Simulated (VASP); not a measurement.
# Sr (P6_3/mmc) in VASP: relaxation of cell and atoms with PBE

Aim: the relaxation of cell and atoms of Sr with PBE.

Program: VASP 6.6.1. These are calculated values, not measurements. Logs are shortened: lines on timing, memory, paths and dates and some standing lists are left out, and cuts for length are marked.

**1. The cell of the first run**

The structure is hexagonal, space group P6_3/mmc (No. 194). Conventional cell: a = 4.265 Å, b = 4.265 Å, c = 7.024 Å, α = 90.00°, β = 90.00°, γ = 120.00°. Within 5.6 Å of Sr (site symmetry -6m2) lie 12 Sr at 4.26 to 4.29 Å.

This isn't the form of Sr at room conditions, which is fcc.

**2. Relaxation of cell and atoms, PBE**

The input, INCAR:

```
SYSTEM = Sr
PREC = Accurate ; ENCUT = 600
EDIFF = 1E-6 ; ISMEAR = -1
SIGMA = 0.05 ; LREAL = .FALSE.
LASPH = .TRUE. ; NELM = 80
ALGO = Normal ; ISIF = 3
LWAVE = .FALSE. ; LCHARG = .FALSE.
GGA = PE ; IBRION = 2
NSW = 45 ; EDIFFG = -0.005
```

The input, KPOINTS:

```
regular mesh
0
G
  11 11 6
  0 0 0
```

The input, POSCAR:

```
Sr
1.0
    4.2649774784      0.0000000000      0.0000000000
   -2.1324887392      3.6935788429      0.0000000000
    0.0000000000      0.0000000000      7.0236142044
Sr
2
Direct
    0.3333333333      0.6666666667      0.2500000000
    0.6666666667      0.3333333333      0.7500000000
```

Potentials or basis: VASP PAW PBE potentials, release 64 (Sr_sv).

Launch:

```
$ cat potpaw_PBE.64/Sr_sv/POTCAR > POTCAR
$ mpirun -np 1 vasp_std > vasp.out
```

OUTCAR:

```text
SYSTEM = Sr
   PREC = Accurate
   ENCUT = 600
   EDIFF = 1E-6
   ISMEAR = -1
   LREAL = .FALSE.
   LASPH = .TRUE.
   NELM = 80
   ISIF = 3
   GGA = PE
   IBRION = 2
   NSW = 45
   EDIFFG = -0.005

 ion  position               nearest neighbor table
   1  0.333  0.667  0.250-   2 4.29   2 4.29   2 4.29   2 4.29   2 4.29   2 4.29
   2  0.667  0.333  0.750-   1 4.29   1 4.29   1 4.29   1 4.29   1 4.29   1 4.29

  LATTYP: Found a hexagonal cell.
 ALAT       =     4.2649774784
 C/A-ratio  =     1.6468115576

  Lattice vectors:

 A1 = (   4.2649774784,   0.0000000000,   0.0000000000)
 A2 = (  -2.1324887392,   3.6935788429,   0.0000000000)
 A3 = (   0.0000000000,   0.0000000000,   7.0236142044)

Analysis of symmetry for initial positions (statically):
=====================================================================
 Subroutine PRICEL returns:
 Original cell was already a primitive cell.

 Routine SETGRP: Setting up the symmetry group for a
 hexagonal supercell.

 Subroutine GETGRP returns: Found 24 space group operations
 (whereof 12 operations were pure point group operations)
 out of a pool of 24 trial point group operations.

The static configuration has the point symmetry D_3d.
 The point group associated with its full space group is D_6h.

Analysis of symmetry for dynamics (positions and initial velocities):
=====================================================================
 Subroutine PRICEL returns:
 Original cell was already a primitive cell.

 Routine SETGRP: Setting up the symmetry group for a
 hexagonal supercell.

 Subroutine GETGRP returns: Found 24 space group operations
 (whereof 12 operations were pure point group operations)
 out of a pool of 24 trial point group operations.

The dynamic configuration has the point symmetry D_3d.
 The point group associated with its full space group is D_6h.

 Subroutine INISYM returns: Found 24 space group operations
 (whereof 12 operations are pure point group operations),
 and found     1 'primitive' translations

----------------------------------------------------------------------------------------

                                     Primitive cell

  volume of cell :     110.6432

  direct lattice vectors                    reciprocal lattice vectors
     4.264977478  0.000000000  0.000000000     0.234467827  0.135370063  0.000000000
    -2.132488739  3.693578843  0.000000000     0.000000000  0.270740126  0.000000000
     0.000000000  0.000000000  7.023614204     0.000000000  0.000000000  0.142376841

[... 106 lines left out ...]
  Thomas-Fermi vector in A             =   2.051519
   LORBIT       =      0    0 simple, 1 ext, 2 COOP (PROOUT), +10 PAW based schemes
   GGA     = PE    functional components
   LHFCALC =     F    Hartree Fock is set to
   AEXX    =    0.0000 exact exchange contribution
   IVDW    =     0    specifies the selected vdW correction
   LEPSILON=     F    determine dielectric tensor
   LRPA    =     F    only Hartree local field effects (RPA)
 conjugate gradient relaxation of ions
 non-spin polarized calculation
  energy-cutoff  :      600.00
  volume of cell :      110.64
 maximum number of plane-waves:      3724
 NGX is ok and might be reduce to    36
   NGX = 17   NGY = 17   NGZ = 29

--------------------------------------- Ionic step        1  -------------------------------------------

 number of electron      20.0000000 magnetization

 Free energy of the ion-electron system (eV)
  ---------------------------------------------------
  ext. energy  EPLUGINS =         0.00000000
  ---------------------------------------------------
  free energy    TOTEN  =        -3.28025231 eV

  energy without entropy =       -3.25984238  energy(sigma->0) =       -3.27004734

------------------------ aborting loop because EDIFF is reached ----------------------------------------

  FORCE on cell =-STRESS in cart. coord.  units (eV):
  Direction    XX          YY          ZZ          XY          YZ          ZX
  --------------------------------------------------------------------------------------
  -------------------------------------------------------------------------------------
  Total        0.0102057      0.0102057     -0.0018929     -0.0000000      0.0000000      0.0000000
  in kB        0.1477838      0.1477838     -0.0274108     -0.0000000      0.0000000      0.0000000
  external PRESSURE =       0.0893856 kB  Pullay stress =       0.0000000 kB
[... 59 lines left out ...]
--------------------------------------- Ionic step        3  -------------------------------------------

 number of electron      20.0000000 magnetization

 Free energy of the ion-electron system (eV)
  ---------------------------------------------------
  ext. energy  EPLUGINS =         0.00000000
  ---------------------------------------------------
  free energy    TOTEN  =        -3.28025503 eV

  energy without entropy =       -3.25977176  energy(sigma->0) =       -3.27001340

 E-fermi :   1.5773     XC(G=0):  -7.3272

 val. band max:        1.5751286240   @ k =   0.0909   0.0000   0.0000
 cond. band min:       1.5820601509   @ k =   0.2727   0.0909   0.0000
 fundamental gap:      0.0069315269
 Fermi energy:         1.5772969625

 k-point     1 :       0.0000    0.0000    0.0000
  band No.  band energies     occupation
      1     -35.0736      2.00000
      2     -35.0607      2.00000
      3     -17.1463      2.00000
      4     -16.9893      2.00000
      5     -16.9893      2.00000
      6     -16.9642      2.00000
      7     -16.9642      2.00000
      8     -16.9598      2.00000
      9      -2.0786      2.00000
     10       0.4119      2.00000
     11       1.5853      0.91998
     12       3.8244      0.00000
     13       3.8597      0.00000
     14       3.8597      0.00000
[... 377 lines left out ...]
      1     -35.0671      2.00000
      2     -35.0586      2.00000
      3     -17.1103      2.00000
      4     -17.0495      2.00000
      5     -17.0421      2.00000
      6     -17.0082      2.00000
      7     -16.9831      2.00000
      8     -16.9762      2.00000
      9      -1.1909      2.00000
     10       0.7558      2.00000
     11       1.8680      0.00596
     12       2.6911      0.00000
     13       3.3833      0.00000
     14       3.5824      0.00000

 [... further k-points ...]

------------------------ aborting loop because EDIFF is reached ----------------------------------------

  FORCE on cell =-STRESS in cart. coord.  units (eV):
  Direction    XX          YY          ZZ          XY          YZ          ZX
  --------------------------------------------------------------------------------------
  -------------------------------------------------------------------------------------
  Total       -0.0034295     -0.0034295      0.0003426      0.0000000      0.0000000      0.0000000
  in kB       -0.0495723     -0.0495723      0.0049517      0.0000000      0.0000000      0.0000000
  external PRESSURE =      -0.0313976 kB  Pullay stress =       0.0000000 kB
[... 17 lines left out ...]
  FREE ENERGIE OF THE ION-ELECTRON SYSTEM (eV)
  ---------------------------------------------------
  free  energy   TOTEN  =        -3.2802550304 eV

  energy  without entropy=       -3.2597717634  energy(sigma->0) =       -3.27001340

 reached required accuracy - stopping structural energy minimisation
```

Run time: 2.8 min. Hardware: 1 thread of Intel Xeon Platinum 8259CL at 2.50GHz (Skylake/Cascade Lake), shared host; peak memory 0.33 GiB.

Results:

```yaml
Free_energy: -3.2803 eV
Relaxed_volume: 55.42 Å³/atom
Relaxed_cell: a = 4.269 Å, b = 4.269 Å, c = 7.022 Å, α = 90.00°, β = 90.00°, γ = 120.00°
Space_group_after_relaxing_to_0.1_Å: P6_3/mmc (No. 194)
Energy_gained_by_relaxing: 0.0 meV/atom
Ionic_steps: 3
Pressure_after_relaxing: 0.0 GPa
Band_gap_on_the_k_mesh: zero (bands 10 and 11 overlap by 0.12 eV)
```

Final structure:
```xyz
2
Lattice="4.2692 0.0000 0.0000 -2.1346 3.6972 0.0000 0.0000 0.0000 7.0223" Properties=species:S:1:pos:R:3 pbc="T T T"
Sr    0.0000    2.4648    1.7556
Sr    2.1346    1.2324    5.2667
```
